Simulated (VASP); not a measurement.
MgH2: single point with PBEsol

MgH2:

```
Mg H
1.0
     0.00000    2.38107    2.38107
     2.38107    0.00000    2.38107
     2.38107    2.38107    0.00000
Mg H
1 2
Direct
  0.00000 0.00000 0.00000
  0.75000 0.75000 0.75000
  0.25000 0.25000 0.25000
```

- Program: VASP 6.6.1
- Task: single point
- Functional: PBEsol
- Potentials or basis: VASP PAW PBE potentials, release 64 (Mg, H)
- Cutoff: 520 eV
- k mesh: 4 × 4 × 4
- Occupations: gaussian, width 0.1 eV
- Spin: no spin polarisation

```
Pressure               : -1.6 GPa
Band gap on the k mesh : zero (band 2 reaches 4.00 eV, above the bottom of band 3 at 2.40 eV)
```

Levels at points of the mesh, in eV from the Fermi level:
| k point | band 1 | band 2 | band 3 | band 4 | band 5 |
| --- | --- | --- | --- | --- | --- |
| (0.00, 0.00, 0.00) | -9.44 | 1.63 | 9.76 | 9.76 | 9.76 |
| (0.50, 0.00, 0.00) | -5.15 | -5.07 | 7.26 | 7.82 | 9.42 |
| (0.50, 0.50, 0.00) | -5.14 | -1.71 | 0.03 | 5.13 | 5.13 |

Wall time 8.9 s on 1 thread of AMD EPYC 7R13, with other jobs on the host, peak memory 0.12 GiB.

Caveat: the k points lie up to 0.57 Å⁻¹ apart; the PAW data sets were made with another functional, which shifts forces and pressure a little.
